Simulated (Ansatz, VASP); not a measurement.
# La: VASP beside Ansatz

The input POSCAR:

```
La
1.0
    0.0000000000      2.6546496237      2.6546496237
    2.6546496237      0.0000000000      2.6546496237
    2.6546496237      2.6546496237      0.0000000000
La
1
Direct
    0.0000000000      0.0000000000      0.0000000000
```

The input INCAR.step1:

```
PREC = Accurate
ENCUT = 520
ISMEAR = -1
SIGMA = 0.1
LREAL = False
LASPH = True
NELM = 60
NBANDS = 12
GGA = PE
ALGO = Normal
EDIFF = 1E-4
LWAVE = True
LCHARG = False
```

Contents of INCAR.step2:

```
PREC = Accurate
ENCUT = 520
EDIFF = 1E-7
ISMEAR = -1
SIGMA = 0.1
LREAL = False
LASPH = True
NELM = 60
ALGO = Normal
ISIF = 2
LWAVE = False
LCHARG = False
METAGGA = R2SCAN
LMIXTAU = True
NBANDS = 12
ISTART = 1
```

KPOINTS

```
regular mesh
0
Gamma
  12 12 12
```

Input for Ansatz:

```yaml
crystal:
  lattice:
    - [0.0, 2.6546496237, 2.6546496237]
    - [2.6546496237, 0.0, 2.6546496237]
    - [2.6546496237, 2.6546496237, 0.0]
  atoms:
    - { symbol: La, position: [0.0, 0.0, 0.0] }
hamiltonian:
  xc: r2scan
  pseudopotentials:
    kind: paw
    azcp:
      La: "pseudopotentials/La.paw.azcp"
basis:
  ecutwfc: 500
  fft_grid_basis: typed
kpoints:
  mp_grid: { grid: [12, 12, 12], shift: [0, 0, 0] }
magnetization:
  spin_polarized: false
scf:
  occupations: { method: fermi_dirac, width: 0.1 }
  lower_state_search: "off"
output:
  stress: true
```

Alike in both runs: task single point; functional r2SCAN; k mesh 12 × 12 × 12; occupations fermi-dirac, width 0.1 eV; no spin polarisation.

```csv
,VASP,Ansatz
version,VASP 6.6.1,Ansatz 0.2.0
potentials or method,"VASP PAW PBE potentials, release 64 (La), cutoff 520 eV","plane waves (500 eV) with PAW, scalar-relativistic"
valence electrons in the cell,11,11
```

VASP gave:

```
pressure (GPa) : -0.2
```

Question: What did Ansatz give for the same quantities?

Answer: Pressure (GPa): -0.3.

VASP's potentials were made for PBE, not for r2SCAN.

Spin-orbit coupling is off throughout.
